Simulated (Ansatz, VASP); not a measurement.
# SiC: VASP beside Ansatz

```
Si C
1.0
     3.29253    0.00000    0.00000
    -1.64627    2.85142    0.00000
     0.00000    0.00000    5.19068
Si C
2 2
Direct
  0.33333 0.66667 0.00363
  0.66667 0.33333 0.50363
  0.33333 0.66667 0.38137
  0.66667 0.33333 0.88137
```

Alike in both runs: functional PBE; k mesh 12 × 12 × 6; occupations gaussian, width 0.05 eV; no spin polarisation.

Ansatz relaxed the structure, and its values are those at the end. VASP's run is a single point on that final structure, the one shown.

|  | VASP | Ansatz |
| --- | --- | --- |
| version | VASP 6.6.1 | Ansatz 0.2.0 |
| potentials or method | VASP PAW PBE potentials, release 64 (Si, C), cutoff 520 eV | scalar-relativistic, plane waves, PAW |
| valence electrons in the cell | 16 | 16 |

Ansatz gave:

```
gap on the k mesh at the Fermi level (eV) : 2.21
least direct gap on the mesh (eV)         : 2.89
pressure (GPa)                            : -23.3
```

Problem. What did VASP give for the same quantities?

Solution. gap on the k mesh at the Fermi level (eV): 2.20; least direct gap on the mesh (eV): 2.89; pressure (GPa): -23.3.

Ansatz's warnings: stress scf threshold loose.
